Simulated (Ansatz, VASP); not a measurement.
**One calculation of NiO2, two programs**

```
Ni O
1.0
     2.84753    0.00000    0.00000
    -1.42376    2.46603    0.00000
     0.00000    0.00000    3.95949
Ni O
1 2
Direct
  0.00000 0.00000 0.50000
  0.66667 0.33333 0.73051
  0.33333 0.66667 0.26949
```

Alike in both runs: task single point; functional LDA; k mesh 12 × 12 × 6; occupations gaussian, width 0.05 eV; no spin polarisation.

|  | VASP | Ansatz |
| --- | --- | --- |
| version | VASP 6.6.1 | Ansatz 0.2.0 |
| potentials or method | VASP PAW LDA potentials, release 64 (Ni, O), cutoff 520 eV | scalar-relativistic, plane waves, PAW |
| valence electrons in the cell | 22 | 30 |

|  | VASP | Ansatz | Ansatz less VASP |
| --- | --- | --- | --- |
| gap on the k mesh at the Fermi level (eV) | 0.49 | 0.52 | +0.034 |
| least direct gap on the mesh (eV) | 0.83 | 0.85 | +0.024 |
| pressure (GPa) | -11.7 | -12.7 | -0.97 |
| traceless stress, the component that is largest in VASP (GPa) | 7.28 | 7.91 | +0.638 |
| rms of the force components (eV/Å) | 0.256 | 0.293 | +0.0371 |

LDA's correlation is that of Perdew and Zunger in VASP and of Perdew and Wang (1992) in Ansatz. Atom by atom the forces differ by 0.037 eV/Å (rms over components). VASP's potentials hold 22 valence electrons a cell and Ansatz's 30, so a difference there can come from the potentials and not from the codes.
